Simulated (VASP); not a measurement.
# Pd2Ru (I4/mmm) in VASP: relaxation of cell and atoms with PBE

Aim: the relaxation of cell and atoms of Pd2Ru with PBE.

Everything below comes from runs of VASP 6.6.1. Logs are shortened: lines on timing, memory, paths and dates and some standing lists are left out, and cuts for length are marked.

### Step 1. The cell of the first run

Symmetry: I4/mmm, No. 139, tetragonal system. The conventional cell has a = 3.294 Å, b = 3.294 Å, c = 8.265 Å, α = 90.00°, β = 90.00°, γ = 90.00°. Ru (site symmetry 4/mmm) has 10 Pd at 2.69 to 2.78 Å and 4 Ru at 3.29 Å within 3.6 Å. Pd (site symmetry 4mm) has 5 Ru at 2.69 to 2.78 Å and 9 Pd at 2.70 to 3.29 Å within 3.6 Å.

### Step 2. Relaxation of cell and atoms, PBE

INCAR

```
ALGO = Fast
EDIFF = 1E-6
EDIFFG = -0.01
ENCUT = 600
GGA = PE
IBRION = 2
ISIF = 3
ISMEAR = 0
LASPH = T
LCHARG = F
LREAL = F
LWAVE = F
NELM = 60
NSW = 100
PREC = Accurate
SIGMA = 0.1
```

KPOINTS

```
k-points
0
Gamma
  20 20 20
```

POSCAR

```
Pd2Ru
1.0
   -1.6469895987      1.6469895987      4.1323637505
    1.6469895987     -1.6469895987      4.1323637505
    1.6469895987      1.6469895987     -4.1323637505
Ru Pd
1 2
Direct
    0.0000000000      0.0000000000      0.0000000000
    0.6634933189      0.6634933189      0.0000000000
    0.3365066811      0.3365066811      0.0000000000
```

Potentials or basis: VASP PAW PBE potentials, release 64 (Ru_pv, Pd).

On the command line:

```console
cat potpaw_PBE.64/Ru_pv/POTCAR potpaw_PBE.64/Pd/POTCAR > POTCAR
mpirun -np 1 vasp_std > vasp.out
```

OUTCAR:

```text
EDIFF = 1E-6
   EDIFFG = -0.01
   ENCUT = 600
   GGA = PE
   IBRION = 2
   ISIF = 3
   ISMEAR = 0
   LASPH = T
   LREAL = F
   NELM = 60
   NSW = 100
   PREC = Accurate

 ion  position               nearest neighbor table
   1  0.000  0.000  0.000-   2 2.69   2 2.69   2 2.69   3 2.69   2 2.69   3 2.69   3 2.69   3 2.69
                             2 2.78   3 2.78
   2  0.663  0.663  0.000-   1 2.69   1 2.69   1 2.69   1 2.69   3 2.70   3 2.73   3 2.73   3 2.73
                             3 2.73   1 2.78
   3  0.337  0.337  0.000-   1 2.69   1 2.69   1 2.69   1 2.69   2 2.70   2 2.73   2 2.73   2 2.73
                             2 2.73   1 2.78

  LATTYP: Found a body centered tetragonal cell.
 ALAT       =     3.2939791974
 C/A-ratio  =     2.5090405876

  Lattice vectors:

 A1 = (  -1.6469895987,   1.6469895987,   4.1323637505)
 A2 = (   1.6469895987,  -1.6469895987,   4.1323637505)
 A3 = (   1.6469895987,   1.6469895987,  -4.1323637505)

Analysis of symmetry for initial positions (statically):
=====================================================================
 Subroutine PRICEL returns:
 Original cell was already a primitive cell.

 Routine SETGRP: Setting up the symmetry group for a
 body centered tetragonal supercell.

 Subroutine GETGRP returns: Found 16 space group operations
 (whereof 16 operations were pure point group operations)
 out of a pool of 16 trial point group operations.

The static configuration has the point symmetry D_4h.

Analysis of symmetry for dynamics (positions and initial velocities):
=====================================================================
 Subroutine PRICEL returns:
 Original cell was already a primitive cell.

 Routine SETGRP: Setting up the symmetry group for a
 body centered tetragonal supercell.

 Subroutine GETGRP returns: Found 16 space group operations
 (whereof 16 operations were pure point group operations)
 out of a pool of 16 trial point group operations.

The dynamic configuration has the point symmetry D_4h.

 Subroutine INISYM returns: Found 16 space group operations
 (whereof 16 operations are pure point group operations),
 and found     1 'primitive' translations

----------------------------------------------------------------------------------------

                                     Primitive cell

  volume of cell :      44.8374
[... 99 lines left out ...]
   POTIM  = 0.5000    time-step for ionic-motion
   TEBEG  =    0.0;   TEEND  =   0.0 temperature during run
   PSTRESS=    0.0 pullay stress
   NELECT =      34.0000    total number of electrons
   NUPDOWN=      -1.0000    fix difference up-down
   EMIN   =  10.00;   EMAX   =-10.00  energy-range for DOS
   EFERMI =   0.00;   METHOD = LEGACY
   ISMEAR =     0;   SIGMA  =   0.10  broadening in eV -4-tet -1-fermi 0-gaus
   EFERMI_NEDOS =   21; number of points for ismear=-14 and -15
   IALGO  =     68    algorithm
   IMIX   =      4    mixing-type and parameters
     AMIX     =   0.40;   BMIX     =  1.00
     AMIX_MAG =   1.60;   BMIX_MAG =  1.00
  volume/ion in A,a.u.               =      14.95       100.86
  Fermi-wavevector in a.u.,A,eV,Ry     =   1.492867  2.821109 30.322641  2.228651
  Thomas-Fermi vector in A             =   2.605340
   LORBIT       =      0    0 simple, 1 ext, 2 COOP (PROOUT), +10 PAW based schemes
   GGA     = PE    functional components
   LHFCALC =     F    Hartree Fock is set to
   AEXX    =    0.0000 exact exchange contribution
   IVDW    =     0    specifies the selected vdW correction
   LEPSILON=     F    determine dielectric tensor
   LRPA    =     F    only Hartree local field effects (RPA)
 conjugate gradient relaxation of ions
 non-spin polarized calculation
 RMM-DIIS sequential band-by-band and
 Gauss-broadening in eV      SIGMA  =   0.10
  energy-cutoff  :      600.00
  volume of cell :       44.84
 maximum number of plane-waves:      1541
 NGX is ok and might be reduce to    40
   NGX = 19   NGY = 19   NGZ = 19

--------------------------------------- Ionic step        1  -------------------------------------------

 number of electron      34.0000001 magnetization

 Free energy of the ion-electron system (eV)
  ---------------------------------------------------
  ext. energy  EPLUGINS =         0.00000000
  ---------------------------------------------------
  free energy    TOTEN  =       -18.73098363 eV

  energy without entropy =      -18.71360346  energy(sigma->0) =      -18.72229354

------------------------ aborting loop because EDIFF is reached ----------------------------------------

  FORCE on cell =-STRESS in cart. coord.  units (eV):
  Direction    XX          YY          ZZ          XY          YZ          ZX
  --------------------------------------------------------------------------------------
  -------------------------------------------------------------------------------------
  Total       -0.0350684     -0.0350684     -0.1861071      0.0000000     -0.0000000      0.0000000
  in kB       -1.2530998     -1.2530998     -6.6501765      0.0000000     -0.0000000      0.0000000
  external PRESSURE =      -3.0521254 kB  Pullay stress =       0.0000000 kB
[... 135 lines left out ...]
--------------------------------------- Ionic step        5  -------------------------------------------

 number of electron      34.0000001 magnetization

 Free energy of the ion-electron system (eV)
  ---------------------------------------------------
  ext. energy  EPLUGINS =         0.00000000
  ---------------------------------------------------
  free energy    TOTEN  =       -18.73121686 eV

  energy without entropy =      -18.71395995  energy(sigma->0) =      -18.72258841

 E-fermi :  10.3486     XC(G=0): -13.2545

 val. band max:       10.3475534219   @ k =  -0.3000  -0.4500   0.0500
 cond. band min:      10.3488848905   @ k =  -0.4500  -0.4500   0.3500
 fundamental gap:      0.0013314685
 Fermi energy:        10.3486477828

 k-point     1 :       0.0000    0.0000    0.0000
  band No.  band energies     occupation
      1     -32.3823      2.00000
      2     -32.1959      2.00000
      3     -32.1959      2.00000
      4       2.9485      2.00000
      5       5.9368      2.00000
      6       6.0941      2.00000
[... 565 lines left out ...]
     20      13.8773      0.00000
     21      14.2507      0.00000

 [... further k-points ...]

------------------------ aborting loop because EDIFF is reached ----------------------------------------

  FORCE on cell =-STRESS in cart. coord.  units (eV):
  Direction    XX          YY          ZZ          XY          YZ          ZX
  --------------------------------------------------------------------------------------
  -------------------------------------------------------------------------------------
  Total        0.0020969      0.0020969     -0.0080668      0.0000000      0.0000000      0.0000000
  in kB        0.0750212      0.0750212     -0.2886134      0.0000000      0.0000000      0.0000000
  external PRESSURE =      -0.0461903 kB  Pullay stress =       0.0000000 kB
[... 18 lines left out ...]
  FREE ENERGIE OF THE ION-ELECTRON SYSTEM (eV)
  ---------------------------------------------------
  free  energy   TOTEN  =       -18.7312168645 eV

  energy  without entropy=      -18.7139599471  energy(sigma->0) =      -18.72258841

 reached required accuracy - stopping structural energy minimisation
```

Run time: 1.7 h. Hardware: 1 thread of Oxide Virtual Turin-like, shared host; peak memory 0.82 GiB.

Results:

```yaml
Free_energy: -18.7312 eV
Relaxed_volume: 14.93 Å³/atom
Relaxed_cell: a = 4.736 Å, b = 4.736 Å, c = 4.736 Å, α = 139.27°, β = 139.27°, γ = 58.96°
Space_group_after_relaxing_to_0.1_Å: I4/mmm (No. 139)
Energy_gained_by_relaxing: 0.1 meV/atom
Ionic_steps: 5
Pressure_after_relaxing: 0.0 GPa
Largest_force_after_relaxing: 0.006 eV/Å
Band_gap_on_the_k_mesh: zero (bands 17 and 18 overlap by 0.89 eV)
```

Forces in eV/Å, atoms in the order of the input:
```
Ru   0.000  0.000  0.000
Pd   0.000  0.000  0.006
Pd   0.000  0.000 -0.006
```

Step by step:
```
step  energy change (eV)  largest force (eV/Å)  pressure (GPa)  volume (Å³)
   1              0.0000                0.0099           -0.31        44.84
   2              0.0000                0.0172            0.62        44.65
   3             -0.0001                0.0145            0.19        44.75
   4             -0.0001                0.0137            0.12        44.75
   5             -0.0002                0.0056            0.00        44.78
```

Final structure:
```
Ru Pd
1.0
    -1.64791    1.64791    4.12256
     1.64791   -1.64791    4.12256
     1.64791    1.64791   -4.12256
Ru Pd
1 2
Direct
  0.00000 0.00000 0.00000
  0.66360 0.66360 0.00000
  0.33640 0.33640 0.00000
```

Levels at points of the mesh, in eV from the Fermi level:
| k point | band 13 | band 14 | band 15 | band 16 | band 17 | band 18 | band 19 | band 20 | band 21 |
| --- | --- | --- | --- | --- | --- | --- | --- | --- | --- |
| (0.00, 0.00, 0.00) | -2.63 | -2.13 | -1.36 | -1.36 | -1.25 | -0.16 | 0.30 | 5.87 | 6.37 |
| (0.50, 0.00, 0.00) | -1.36 | -1.10 | -0.80 | 0.09 | 0.29 | 0.37 | 0.86 | 1.23 | 1.74 |
| (0.50, 0.50, 0.00) | -1.55 | -1.49 | -1.45 | -0.36 | 0.22 | 0.37 | 0.64 | 6.12 | 6.37 |
| (0.50, 0.50, 0.50) | -2.69 | -2.16 | -1.02 | -0.67 | 0.42 | 0.42 | 0.51 | 0.94 | 7.14 |
